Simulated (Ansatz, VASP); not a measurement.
# Two plane-wave programs on PtS2

Contents of INCAR:

```
SYSTEM = PtS2
ALGO     = Normal         ! electronic algorithm
EDIFF    = 1E-7           ! SCF threshold, eV
EDIFFG   = -0.05          ! ionic threshold
ENCUT    = 570            ! plane-wave cutoff, eV
GGA      = PE             ! functional
GGA_COMPAT= .False.      
IBRION   = 2              ! ionic algorithm
ISIF     = 3              ! what is computed and relaxed
ISMEAR   = 0              ! smearing method
IVDW     = 13             ! dispersion correction
LASPH    = .True.         ! aspherical terms in the spheres
LCHARG   = .False.        ! write CHGCAR
LREAL    = .False.        ! projectors in reciprocal space
LWAVE    = .False.        ! write WAVECAR
NELM     = 120            ! most SCF steps
NELMIN   = 4            
NSW      = 100            ! ionic steps
PREC     = Accurate       ! precision mode
SIGMA    = 0.1            ! smearing width, eV
```

KPOINTS

```
k-points
0
Gamma
  6 6 4
  0 0 0
```

The input POSCAR:

```
PtS2
1.0
    3.5432000000      0.0000000000      0.0000000000
   -1.7716000000      3.0685012107      0.0000000000
    0.0000000000      0.0000000000      5.0388000000
Pt S
1 2
Direct
    0.0000000000      0.0000000000      0.0000000000
    0.3333333333      0.6666666667      0.2270000000
    0.6666666667      0.3333333333      0.7730000000
```

Input for Ansatz:

```yaml
crystal:
  lattice:
    - [3.5432, 0.0, 0.0]
    - [-1.7716, 3.0685012107, 0.0]
    - [0.0, 0.0, 5.0388]
  atoms:
    - { symbol: Pt, position: [0.0, 0.0, 0.0] }
    - { symbol: S, position: [0.3333333333, 0.6666666667, 0.227] }
    - { symbol: S, position: [0.6666666667, 0.3333333333, 0.773] }
basis:
  ecutwfc: 420
kpoints:
  mp_grid: { grid: [6, 6, 4] }
hamiltonian:
  xc: pbe
  dispersion: d4
  pseudopotentials: { kind: paw }
scf:
  occupations: { method: gaussian, width: 0.1 }
output:
  forces: true
  stress: true
  eigenvalues: true
relax:
  adjacent_minimum: "off"
  f_tol: 0.05
  max_steps: 80
  cell: { stress_tol: 0.5 }
```

Alike in both runs: task relaxation of cell and atoms; functional PBE; dispersion D4; k mesh 6 × 6 × 4; occupations gaussian, width 0.1 eV; no spin polarisation.

|  | VASP | Ansatz |
| --- | --- | --- |
| version | VASP 6.6.1 | Ansatz 0.2.0 |
| potentials or method | VASP PAW PBE potentials, release 64 (Pt_sv_GW, S), cutoff 570 eV | scalar-relativistic, plane waves, PAW |
| valence electrons in the cell | 30 | 30 |

|  | VASP | Ansatz | Ansatz less VASP |
| --- | --- | --- | --- |
| gap on the k mesh at the Fermi level, each at its own relaxed structure (eV) | 0.16 | 0.25 | +0.092 |
| relaxed volume (Å³/atom) | 17.42 | 17.68 | +0.266 |
| relaxed length of the cell vector where the two differ most in proportion (Å) | 4.713 | 4.784 | +0.0709 |

Neither program's run includes spin-orbit coupling.
